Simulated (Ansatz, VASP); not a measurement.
**Two plane-wave programs on Fe**

```
Fe
1.0
    -1.41599    1.41599    1.41599
     1.41599   -1.41599    1.41599
     1.41599    1.41599   -1.41599
Fe
1
Direct
  0.00000 0.00000 0.00000
```

Alike in both runs: functional PBE; k mesh 24 × 24 × 24; occupations fermi-dirac, width 0.1 eV; collinear spin.

Ansatz relaxed the structure, and its values are those at the end. VASP's run is a single point on that final structure, the one shown.

|  | VASP | Ansatz |
| --- | --- | --- |
| version | VASP 6.6.1 | Ansatz 0.2.0 |
| potentials or method | VASP PAW PBE potentials, release 64 (Fe) | PAW with Ansatz's default frozen-core files, scalar-relativistic |
| plane-wave cutoff (eV) | 520 | 420 |
| valence electrons in the cell | 8 | 16 |

|  | VASP | Ansatz | Ansatz less VASP |
| --- | --- | --- | --- |
| pressure (GPa) | -0.1 | 0.0 | +0.07 |
| net moment per atom (μB) | 2.18 | 2.16 | -0.020 |
| size of the moment on the site where the two differ most (μB) | 2.18 | 2.21 | +0.030 |

Site moments also hang on the region over which each program counts them. VASP's potentials hold 8 valence electrons a cell and Ansatz's 16, so a difference there can come from the potentials and not from the codes.
